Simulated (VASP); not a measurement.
Input of a VASP 6.6.1 run:

The input INCAR:

```
SYSTEM = MnO
PREC = Accurate
ENCUT = 520
EDIFF = 1E-6
ISMEAR = -1
SIGMA = 0.05
LREAL = .False.
LASPH = .True.
NELM = 150
ALGO = Normal
ISIF = 2
LWAVE = .False.
LCHARG = .True.
ISPIN = 2
MAGMOM = 4 0
LORBIT = 11
LMAXMIX = 4
GGA = PE
LELF = .True.
LVHAR = .True.
NBANDS = 20
```

KPOINTS

```
Automatic mesh
0
Gamma
  16 16 16
  0 0 0
```

The input POSCAR:

```
MnO
1.0
    0.0000000000      2.1995540209      2.1995540209
    2.1995540209      0.0000000000      2.1995540209
    2.1995540209      2.1995540209      0.0000000000
Mn O
1 1
Direct
    0.0000000000      0.0000000000      0.0000000000
    0.5000000000      0.5000000000      0.5000000000
```

Potentials or basis: VASP PAW PBE potentials, release 64 (Mn_pv, O).

Run with:

```sh
$ cat potpaw_PBE.64/Mn_pv/POTCAR potpaw_PBE.64/O/POTCAR > POTCAR
$ mpirun -np 1 vasp_std > vasp.out
```

(1) What does it give for the site moments?

(2) Estimate the net moment.

Results:

(1) Mn +4.26; O +0.19 μB.

(2) 4.67 μB per cell.

Caveat: a cell with one magnetic atom can't hold antiferromagnetic order, which such compounds often take.
